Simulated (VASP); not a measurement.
# GaN: single point with r2SCAN

The system is GaN.

```
Ga N
1.0
     3.12732   -0.02056   -0.00591
    -1.58147    2.80511    0.05057
    -0.00961    0.08932    5.14314
Ga N
2 2
Direct
  0.32558 0.66241 0.00329
  0.66636 0.32829 0.49662
  0.34044 0.66829 0.37488
  0.67472 0.33915 0.87080
```

```json
{"Program": "VASP 6.6.1", "Task": "single point", "Functional": "r2SCAN", "Potentials or basis": "VASP PAW PBE potentials, release 64 (Ga_d, N)", "Cutoff": "520 eV", "k mesh": "6 × 6 × 4", "Occupations": "gaussian, width 0.01 eV", "Spin": "no spin polarisation", "Dipole correction": "no", "Further INCAR settings": "ALGO = Normal; EDIFF = 1e-06; NBANDS = 26"}
```

```json
{
 "Pressure": "3.9 GPa",
 "Largest force": "1.075 eV/Å",
 "Band gap on the k mesh": "2.29 eV, direct"
}
```

Forces on the atoms (eV/Å):
```
Ga   0.597  0.408 -0.795
Ga   0.066 -0.204  0.190
N   -0.085  0.268  0.091
N   -0.579 -0.472  0.513
```

Stress tensor (GPa, compression positive):
```
 7.91  2.61  1.53
 2.61 -3.18 -3.09
 1.53 -3.09  7.01
```

Levels at points of the mesh, in eV from the valence-band top:
```
           k point  band 15  band 16  band 17  band 18  band 19  band 20  band 21  band 22
(0.00, 0.00, 0.00)    -1.17    -0.28    -0.05     0.00     2.29     4.74     9.84    10.29
(0.50, 0.00, 0.00)    -4.39    -3.17    -2.49    -1.20     5.17     5.88     6.56     9.48
(0.00, 0.50, 0.00)    -4.56    -2.79    -2.41    -0.91     5.86     6.26     6.38     9.20
(0.50, 0.50, 0.00)    -4.51    -3.04    -2.44    -1.10     5.40     6.02     6.52     9.38
(0.00, 0.00, 0.50)    -0.89    -0.72    -0.62    -0.45     4.59     4.77     9.09     9.27
(0.50, 0.00, 0.50)    -2.45    -2.15    -2.14    -1.95     4.62     4.75     8.10     8.70
(0.00, 0.50, 0.50)    -2.36    -2.08    -1.95    -1.76     4.81     5.06     8.37     8.70
(0.50, 0.50, 0.50)    -2.30    -2.18    -2.14    -1.84     4.72     4.83     8.18     8.70
```

Wall time 92 s on 1 thread of Intel(R) Xeon(R) 6975P-C (Granite Rapids), on a shared host, peak memory 0.22 GiB.

Caveat: the PAW data sets were made with another functional, which shifts forces and pressure a little. r2SCAN opens gaps a little over a GGA but as a rule still falls short of measured ones.
